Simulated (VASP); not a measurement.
Here is a VASP 6.6.1 calculation.

File INCAR:

```
ALGO = Normal
EDIFF = 1E-6
ENCUT = 520
GGA = PS
ISIF = 2
ISMEAR = -1
LASPH = T
LCHARG = F
LREAL = F
LWAVE = F
NBANDS = 17
NELM = 80
PREC = Accurate
SIGMA = 0.02
```

The input KPOINTS:

```
k-points
0
Gamma
  7 7 7
```

Contents of POSCAR:

```
PbSe
1.0
    0.0000000000      3.0723233306      3.0723233306
    3.0723233306      0.0000000000      3.0723233306
    3.0723233306      3.0723233306      0.0000000000
Pb Se
1 1
Direct
    0.0000000000      0.0000000000      0.0000000000
    0.5000000000      0.5000000000      0.5000000000
```

Potentials or basis: VASP PAW PBE potentials, release 64 (Pb_d, Se).

Command:

```sh
$ cat potpaw_PBE.64/Pb_d/POTCAR potpaw_PBE.64/Se/POTCAR > POTCAR
$ mpirun -np 1 vasp_std > vasp.out
```

Problem. Estimate the pressure.

Solution. -1.1 GPa.

Caveat: the PAW data sets were made with another functional, which shifts forces and pressure a little.
